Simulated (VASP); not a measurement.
Runs of VASP 6.6.1 on ZrCu. The structure is that of space group Pm-3m (No. 221), or close to it. The cells are those of the table. 

```tsv
cell	gap on the mesh (eV)	pressure (GPa)
a = 3.253 Å, angles 90.0, 90.0, 88.1°, 2 atoms	none	(a)
a = 3.253 Å, angles 90.0, 90.0, 91.9°, 2 atoms	none	-6.5
a = 3.253 Å, 2 atoms	none	-6.5
a = 3.253 Å, angles 90.0, 90.0, 91.0°, 2 atoms	none	-6.5
a = 3.253 Å, angles 90.0, 90.0, 89.0°, 2 atoms	none	-6.6
```

Alike in all rows: task single point; level LDA; potentials or basis VASP PAW LDA potentials, release 64 (Zr_sv, Cu); no spin polarisation; k mesh 11 × 11 × 11; cutoff (eV) 520; smearing fermi-dirac 0.05 eV.

**Question.** Estimate the missing entries.

**Answer.** (a) -6.4.

A k mesh can miss the band edges, and the runs leave out spin-orbit coupling on Zr.

A gap of «none» marks levels without a gap at the run's occupations.
